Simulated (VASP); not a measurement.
Runs of VASP 6.6.1 on PtF2. The structure is that of space group Cmmm (No. 65), or close to it. The cells are those of the table. The cell was built from a structure type or drawn by symmetry, and may not be a known phase.

```csv
task,level,cell,k mesh,smearing,gap on the mesh (eV),pressure (GPa),largest force (eV/Å)
single point,PBE,"a = 4.321, b = 4.321, c = 3.122 Å, angles 90.0, 90.0, 97.0°, 3 atoms",6 × 6 × 4,gaussian 0.1 eV,(a),0.0,0.07
relaxation of cell and atoms,PBE,"relaxed from a = 4.321, b = 4.321, c = 3.122 Å, angles 90.0, 90.0, 97.0°, 3 atoms",4 × 4 × 6,gaussian 0.1 eV,1.19,-0.2,0.01
single point,PBEsol,"a = 4.531, b = 4.531, c = 3.112 Å, angles 90.0, 90.0, 98.5°, 3 atoms",6 × 6 × 10,gaussian 0.02 eV,(b),-3.2,0.43
single point,PBE,"a = 4.531, b = 4.531, c = 3.112 Å, angles 90.0, 90.0, 98.5°, 3 atoms",6 × 6 × 10,gaussian 0.02 eV,1.24,-0.1,0.06
```

Alike in all rows: potentials or basis VASP PAW PBE potentials, release 64 (Pt_sv_GW, F); no spin polarisation; cutoff (eV) 600.

Task: Estimate the missing entries.

Result: (a) 1.18; (b) 1.17.

Caveats: some runs use coarse meshes; spin-orbit coupling is left out, which moves the levels of the heavy elements; the cell stands under tension (at least some runs); the PAW data sets were made with another functional, which shifts forces and pressure a little (at least some runs).

A k mesh can miss the band edges, and the runs leave out spin-orbit coupling on Pt.
